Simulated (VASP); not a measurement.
Set up this calculation in VASP 6.6.1, as the native input.

```
Task                   : single point
Functional             : PBE
Potentials or basis    : VASP PAW PBE potentials, release 64 (K_sv, F)
Cutoff                 : 520 eV
k mesh                 : 10 × 10 × 10
Occupations            : gaussian, width 0.05 eV
Spin                   : no spin polarisation
Dipole correction      : no
Further INCAR settings : ALGO = Normal; EDIFF = 1e-06; NBANDS = 15
```

The structure of KF lies in POSCAR:

```
KF
1.0
    3.3844209231      0.0000000000      0.0000000000
    0.0000000000      3.3844209231      0.0000000000
    0.0000000000      0.0000000000      3.3844209231
K F
1 1
Direct
    0.0000000000      0.0000000000      0.0000000000
    0.5000000000      0.5000000000      0.5000000000
```

These files were run (other wordings do the same):

INCAR

```
  ALGO = Normal
  EDIFF = 1E-6
  ENCUT = 520
  GGA = PE
  ISIF = 2
  ISMEAR = 0
  LASPH = True
  LCHARG = True
  LELF = True
  LREAL = False
  LVHAR = True
  LWAVE = False
  NBANDS = 15
  NELM = 60
  PREC = Accurate
  SIGMA = 0.05
```

KPOINTS

```
k-points
0
Gamma
  10 10 10
```

Potentials or basis: VASP PAW PBE potentials, release 64 (K_sv, F).

Run with:

```console
$ cat potpaw_PBE.64/K_sv/POTCAR potpaw_PBE.64/F/POTCAR > POTCAR
$ mpirun -np 1 vasp_std > vasp.out
```

It gave:

```yaml
Pressure: -2.9 GPa
Band_gap_on_the_k_mesh: 5.54 eV, indirect (least direct gap 5.61 eV)
```

Wall time 14 s on 1 thread of Intel(R) Xeon(R) 6975P-C (Granite Rapids), on a shared host, peak memory 0.17 GiB.
